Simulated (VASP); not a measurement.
# CdSe (F-43m) in VASP: further runs

CdSe is run at these levels: PBEsol; tasks: relaxation of cell and atoms.

All numbers are computed with VASP 6.6.1; they aren't measurements. Logs are shortened: lines on timing, memory, paths and dates and some standing lists are left out, and cuts for length are marked.

### 1 The cell of the first run

The structure is cubic, space group F-43m (No. 216). The conventional cell has a = 6.083 Å, b = 6.083 Å, c = 6.083 Å, α = 90.00°, β = 90.00°, γ = 90.00°. Within 3.5 Å of Cd (site symmetry -43m) lie 4 Se at 2.63 Å. Within 3.5 Å of Se (site symmetry -43m) lie 4 Cd at 2.63 Å.

### 2 Relaxation of cell and atoms, PBEsol, target pressure 2 GPa, at which the enthalpy is minimised

Contents of INCAR:

```
SYSTEM = CdSe
ALGO     = Normal         ! electronic algorithm
EDIFF    = 1E-6           ! SCF threshold, eV
EDIFFG   = -0.002         ! ionic threshold
ENCUT    = 600            ! plane-wave cutoff, eV
GGA      = PS             ! functional
IBRION   = 2              ! ionic algorithm
ISIF     = 3              ! what is computed and relaxed
ISMEAR   = 0              ! smearing method
LASPH    = .TRUE.         ! aspherical terms in the spheres
LCHARG   = .FALSE.        ! write CHGCAR
LREAL    = .FALSE.        ! projectors in reciprocal space
LWAVE    = .FALSE.        ! write WAVECAR
NELM     = 100            ! most SCF steps
NSW      = 100            ! ionic steps
PREC     = Accurate       ! precision mode
PSTRESS  = 20.0         
SIGMA    = 0.01           ! smearing width, eV
```

Contents of KPOINTS:

```
k-points
0
G
  6 6 6
  0 0 0
```

Contents of POSCAR:

```
CdSe
1.0
    3.0413144136      3.0413144136      0.0000000000
   -3.0413144136      3.0413144136      0.0000000000
    0.0000000000      3.0413144136      3.0413144136
Cd Se
1 1
Direct
    0.0000000000      0.0000000000      0.0000000000
    0.7500000000      0.2500000000      0.5000000000
```

Potentials or basis: VASP PAW PBE potentials, release 64 (Cd, Se).

The run is started by

```bash
cat potpaw_PBE.64/Cd/POTCAR potpaw_PBE.64/Se/POTCAR > POTCAR
mpirun -np 1 vasp_std > vasp.out
```

OUTCAR:

```text
SYSTEM = CdSe
   EDIFF = 1E-6
   EDIFFG = -0.002
   ENCUT = 600
   GGA = PS
   IBRION = 2
   ISIF = 3
   ISMEAR = 0
   LASPH = .TRUE.
   LREAL = .FALSE.
   NELM = 100
   NSW = 100
   PREC = Accurate
   PSTRESS = 20.0

 ion  position               nearest neighbor table
   1  0.000  0.000  0.000-   2 2.63   2 2.63   2 2.63   2 2.63
   2  0.750  0.250  0.500-   1 2.63   1 2.63   1 2.63   1 2.63

  LATTYP: Found a face centered cubic cell.
 ALAT       =     6.0826288272

  Lattice vectors:

 A1 = (   0.0000000000,   3.0413144136,   3.0413144136)
 A2 = (   3.0413144136,   0.0000000000,   3.0413144136)
 A3 = (   3.0413144136,   3.0413144136,   0.0000000000)

Analysis of symmetry for initial positions (statically):
=====================================================================
 Subroutine PRICEL returns:
 Original cell was already a primitive cell.

 Routine SETGRP: Setting up the symmetry group for a
 face centered cubic supercell.

 Subroutine GETGRP returns: Found 24 space group operations
 (whereof 24 operations were pure point group operations)
 out of a pool of 48 trial point group operations.

The static configuration has the point symmetry T_d .

Analysis of symmetry for dynamics (positions and initial velocities):
=====================================================================
 Subroutine PRICEL returns:
 Original cell was already a primitive cell.

 Routine SETGRP: Setting up the symmetry group for a
 face centered cubic supercell.

 Subroutine GETGRP returns: Found 24 space group operations
 (whereof 24 operations were pure point group operations)
 out of a pool of 48 trial point group operations.

The dynamic configuration has the point symmetry T_d .

 Subroutine INISYM returns: Found 24 space group operations
 (whereof 24 operations are pure point group operations),
 and found     1 'primitive' translations

----------------------------------------------------------------------------------------

                                     Primitive cell

  volume of cell :      56.2618

  direct lattice vectors                    reciprocal lattice vectors
     3.041314414  3.041314414  0.000000000     0.164402601  0.164402601 -0.164402601
    -3.041314414  3.041314414  0.000000000    -0.164402601  0.164402601 -0.164402601
     0.000000000  3.041314414  3.041314414     0.000000000  0.000000000  0.328805202

  length of vectors
     4.301068091  4.301068091  4.301068091     0.284753658  0.284753658  0.328805202

  position of ions in fractional coordinates (direct lattice)
     0.000000000  0.000000000  0.000000000
     0.750000000  0.250000000  0.500000000

  ion indices of the primitive-cell ions
   primitive index   ion index
                 1           1
                 2           2

----------------------------------------------------------------------------------------

 KPOINTS: k-points

Automatic generation of k-mesh.
 Grid dimensions read from file:
 generate k-points for:    6    6    6

 Generating k-lattice:

  Cartesian coordinates                     Fractional coordinates (reciprocal lattice)
     0.027400433  0.027400433 -0.027400433     0.166666667  0.000000000  0.000000000
    -0.027400433  0.027400433 -0.027400433     0.000000000  0.166666667  0.000000000
     0.000000000  0.000000000  0.054800867     0.000000000  0.000000000  0.166666667

  Length of vectors
     0.047458943  0.047458943  0.054800867

  Shift w.r.t. Gamma in fractional coordinates (k-lattice)
     0.000000000  0.000000000  0.000000000

 Subroutine IBZKPT returns following result:
 ===========================================

 Found     16 irreducible k-points:

 Following reciprocal coordinates:
            Coordinates               Weight
  0.000000  0.000000  0.000000      1.000000
  0.166667  0.000000  0.000000      8.000000
  0.333333  0.000000  0.000000      8.000000
  0.500000  0.000000  0.000000      4.000000
  0.166667  0.166667  0.000000     12.000000
  0.333333  0.166667  0.000000     24.000000
[... 8 lines left out ...]
  0.500000  0.333333  0.166667     24.000000
  0.500000  0.500000  0.166667     12.000000
   k-points           NKPTS =     16   k-points in BZ     NKDIM =     16   number of bands    NBANDS=     13
   number of dos      NEDOS =    301   number of ions     NIONS =      2
   total plane-waves  NPLWV =  46656
   dimension x,y,z NGX =    36 NGY =   36 NGZ =   36
   dimension x,y,z NGXF=    72 NGYF=   72 NGZF=   72
   ions per type =               1   1
   NGX,Y,Z   is equivalent  to a cutoff of  13.91, 13.91, 13.91 a.u.
   NGXF,Y,Z  is equivalent  to a cutoff of  27.83, 27.83, 27.83 a.u.
 SYSTEM =  CdSe
   PREC   = accura    normal or accurate (medium, high low for compatibility)
   ISTART =      0    job   : 0-new  1-cont  2-samecut
   ICHARG =      2    charge: 1-file 2-atom 10-const
   ISPIN  =      1    spin polarized calculation?
   LNONCOLLINEAR =      F non collinear calculations
   LSORBIT =      F    spin-orbit coupling
   LASPH  =      T    aspherical Exc in radial PAW
   ENCUT  =  600.0 eV  44.10 Ry    6.64 a.u.   8.59  8.59  8.59*2*pi/ulx,y,z
   NELM   =    100;   NELMIN=  2; NELMDL= -5     # of ELM steps
   EDIFF  = 0.1E-05   stopping-criterion for ELM
   LREAL  =      F    real-space projection
   EDIFFG = -.2E-02   stopping-criterion for IOM
   NSW    =    100    number of steps for IOM
   IBRION =      2    ionic relax: 0-MD 1-quasi-New 2-CG
   NFREE  =      1    steps in history (QN), initial steepest desc. (CG)
   ISIF   =      3    stress and relaxation
   ISYM   =      2    0-nonsym 1-usesym 2-fastsym
   POTIM  = 0.5000    time-step for ionic-motion
   TEBEG  =    0.0;   TEEND  =   0.0 temperature during run
   PSTRESS=   20.0 pullay stress
   NELECT =      18.0000    total number of electrons
   NUPDOWN=      -1.0000    fix difference up-down
   EMIN   =  10.00;   EMAX   =-10.00  energy-range for DOS
   EFERMI =   0.00;   METHOD = LEGACY
   ISMEAR =     0;   SIGMA  =   0.01  broadening in eV -4-tet -1-fermi 0-gaus
   EFERMI_NEDOS =   21; number of points for ismear=-14 and -15
   IALGO  =     38    algorithm
   IMIX   =      4    mixing-type and parameters
     AMIX     =   0.40;   BMIX     =  1.00
     AMIX_MAG =   1.60;   BMIX_MAG =  1.00
  volume/ion in A,a.u.               =      28.13       189.84
  Fermi-wavevector in a.u.,A,eV,Ry     =   1.119681  2.115890 17.057430  1.253686
  Thomas-Fermi vector in A             =   2.256322
   LORBIT       =      0    0 simple, 1 ext, 2 COOP (PROOUT), +10 PAW based schemes
   GGA     = PS    functional components
   LHFCALC =     F    Hartree Fock is set to
   AEXX    =    0.0000 exact exchange contribution
   IVDW    =     0    specifies the selected vdW correction
   LEPSILON=     F    determine dielectric tensor
   LRPA    =     F    only Hartree local field effects (RPA)
 conjugate gradient relaxation of ions
 non-spin polarized calculation
 Gauss-broadening in eV      SIGMA  =   0.01
  energy-cutoff  :      600.00
  volume of cell :       56.26
 maximum number of plane-waves:      1895
 NGX is ok and might be reduce to    36
   NGX = 17   NGY = 17   NGZ = 17

--------------------------------------- Ionic step        1  -------------------------------------------

 number of electron      17.9999999 magnetization

 Free energy of the ion-electron system (eV)
  ---------------------------------------------------
  ext. energy  EPLUGINS =         0.00000000
  ---------------------------------------------------
  free energy    TOTEN  =        -6.17249446 eV

  energy without entropy =       -6.17249446  energy(sigma->0) =       -6.17249446

------------------------ aborting loop because EDIFF is reached ----------------------------------------

  FORCE on cell =-STRESS in cart. coord.  units (eV):
  Direction    XX          YY          ZZ          XY          YZ          ZX
  --------------------------------------------------------------------------------------
  -------------------------------------------------------------------------------------
  Total        0.1005227      0.1005227      0.1005227      0.0000000     -0.0000000      0.0000000
  in kB        2.8626016      2.8626016      2.8626016      0.0000000     -0.0000000      0.0000000
  external PRESSURE =     -17.1373984 kB  Pullay stress =      20.0000000 kB

 VOLUME and BASIS-vectors are now :
 -----------------------------------------------------------------------------
  energy-cutoff  :      600.00
  volume of cell :       56.26
      direct lattice vectors                 reciprocal lattice vectors
     3.041314414  3.041314414  0.000000000     0.164402601  0.164402601 -0.164402601
    -3.041314414  3.041314414  0.000000000    -0.164402601  0.164402601 -0.164402601
     0.000000000  3.041314414  3.041314414     0.000000000  0.000000000  0.328805202
[... 122 lines left out ...]
  FREE ENERGIE OF THE ION-ELECTRON SYSTEM (eV)
  ---------------------------------------------------
  free  energy   TOTEN  =        -6.1604501925 eV

  energy  without entropy=       -6.1604501925  energy(sigma->0) =       -6.16045019

  enthalpy is  TOTEN    =        -5.4793448537 eV   P V=        0.6811053388

--------------------------------------- Ionic step        5  -------------------------------------------

 number of electron      18.0000003 magnetization

 Free energy of the ion-electron system (eV)
  ---------------------------------------------------
  ext. energy  EPLUGINS =         0.00000000
  ---------------------------------------------------
  free energy    TOTEN  =        -6.16086720 eV

  energy without entropy =       -6.16086720  energy(sigma->0) =       -6.16086720

 E-fermi :   1.1041     XC(G=0):  -9.2351

 val. band max:        1.0596202604   @ k =   0.0000   0.0000   0.0000
 cond. band min:       1.5991151928   @ k =   0.0000   0.0000   0.0000
 fundamental gap:      0.5394949323
 Fermi energy:         1.1040973545

 k-point     1 :       0.0000    0.0000    0.0000
  band No.  band energies     occupation
      1     -11.7389      2.00000
      2      -6.9678      2.00000
      3      -6.9678      2.00000
      4      -6.9678      2.00000
      5      -6.5531      2.00000
      6      -6.5531      2.00000
      7       1.0596      2.00000
      8       1.0596      2.00000
      9       1.0596      2.00000
     10       1.5991      0.00000
     11       6.9081      0.00000
     12       6.9081      0.00000
     13       6.9081      0.00000

 k-point     2 :       0.1667    0.0000    0.0000
  band No.  band energies     occupation
      1     -11.6386      2.00000
      2      -6.9361      2.00000
      3      -6.9361      2.00000
      4      -6.8785      2.00000
      5      -6.5543      2.00000
      6      -6.5543      2.00000
      7      -0.7283      2.00000
      8       0.8329      2.00000
      9       0.8329      2.00000
     10       2.9429      0.00000
     11       6.6817      0.00000
[... 246 lines left out ...]
 POSITION                                       TOTAL-FORCE (eV/Angst)
 -----------------------------------------------------------------------------------
      0.00000      0.00000     -0.00000        -0.000000      0.000000     -0.000000
      1.50549      4.51648      1.50549         0.000000     -0.000000      0.000000
 -----------------------------------------------------------------------------------
    total drift:                                0.000000      0.000000     -0.000000

  FREE ENERGIE OF THE ION-ELECTRON SYSTEM (eV)
  ---------------------------------------------------
  free  energy   TOTEN  =        -6.1608671975 eV

  energy  without entropy=       -6.1608671975  energy(sigma->0) =       -6.16086720

  enthalpy is  TOTEN    =        -5.4793496388 eV   P V=        0.6815175587

 reached required accuracy - stopping structural energy minimisation
```

It took 50 s on 1 thread of Intel Xeon 6975P-C (Granite Rapids), shared host; peak memory 0.22 GiB.

What came out:

```yaml
Free_energy: -6.1609 eV
Relaxed_volume: 27.30 Å³/atom
Relaxed_cell: a = 4.258 Å, b = 4.258 Å, c = 4.258 Å, α = 60.00°, β = 60.00°, γ = 90.00°
Space_group_after_relaxing_to_0.05_Å: F-43m (No. 216)
Energy_change_on_relaxing_the_enthalpy_is_what_falls: +5.8 meV/atom
Ionic_steps: 5
Pressure_after_relaxing: 2.0 GPa
Band_gap_on_the_k_mesh: 0.54 eV, direct
```

Step by step:
```tsv
step	energy change (eV)	largest force (eV/Å)	pressure (GPa)	volume (Å³)
1	0.0000	0.0000	0.29	56.26
2	0.0230	0.0000	2.82	53.85
3	0.0116	0.0000	1.98	54.60
4	0.0120	0.0000	2.03	54.56
5	0.0116	0.0000	2.00	54.60
```

Final structure:
```cif
data_structure
_symmetry_space_group_name_H-M 'P 1'
_symmetry_Int_Tables_number 1
_cell_length_a 4.2582
_cell_length_b 4.2582
_cell_length_c 4.2582
_cell_angle_alpha 60.000
_cell_angle_beta 60.000
_cell_angle_gamma 90.000
_cell_volume 54.60
loop_
_atom_site_label
_atom_site_type_symbol
_atom_site_fract_x
_atom_site_fract_y
_atom_site_fract_z
_atom_site_occupancy
Cd1 Cd 0.00000 0.00000 0.00000 1
Se1 Se 0.75000 0.25000 0.50000 1
```

Caveat: the cell is relaxed towards a set pressure, so the enthalpy falls and the energy may rise; the PAW data sets were made with another functional, which shifts forces and pressure a little. A hybrid or GW would open this gap; PBEsol tends to underestimate it.

(Part 1 of 2 ends here.)
